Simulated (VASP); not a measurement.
Na:

```
Na
1.0
    -1.72606    1.72606    1.61379
     1.72606   -1.72606    1.61379
     1.72606    1.72606   -1.61379
Na
1
Direct
  0.00000 0.00000 0.00000
```

```yaml
Program: VASP 6.6.1
Task: relaxation of cell and atoms
Functional: PBE
Potentials_or_basis: VASP PAW PBE potentials, release 64 (Na_pv)
Cutoff: 500 eV
k_mesh: 8 × 8 × 8
Occupations: gaussian, width 0.1 eV
Spin: no spin polarisation
```

At the start: pressure 17.3 GPa; volume 19.23 Å³/atom.

**Question.** Where does the relaxation end?

**Answer.** Over 5 steps the energy falls by 552.2 meV/atom and the volume is 37.37 Å³/atom (+94.3 %); space group I4/mmm (No. 139, to 0.1 Å) before and after.

The path:
| step | energy change (eV) | largest force (eV/Å) | pressure (GPa) | volume (Å³) |
| --- | --- | --- | --- | --- |
| 1 | 0.0000 | 0.0000 | 17.30 | 19.23 |
| 2 | -0.4106 | 0.0000 | 5.47 | 25.61 |
| 3 | -0.5238 | 0.0000 | 1.75 | 31.04 |
| 4 | -0.5256 | 0.0000 | -1.17 | 44.11 |
| 5 | -0.5522 | 0.0000 | -0.06 | 37.37 |

Final structure:
```yaml
crystal:
  lattice:
    - [-2.15682, 2.15682, 2.00825]
    - [2.15682, -2.15682, 2.00825]
    - [2.15682, 2.15682, -2.00825]
  atoms:
    - { symbol: Na, position: [0.00000, 0.00000, 0.00000] }
```

Caveat: the volume moved by over 15 % at a fixed basis, so the end points are rough.
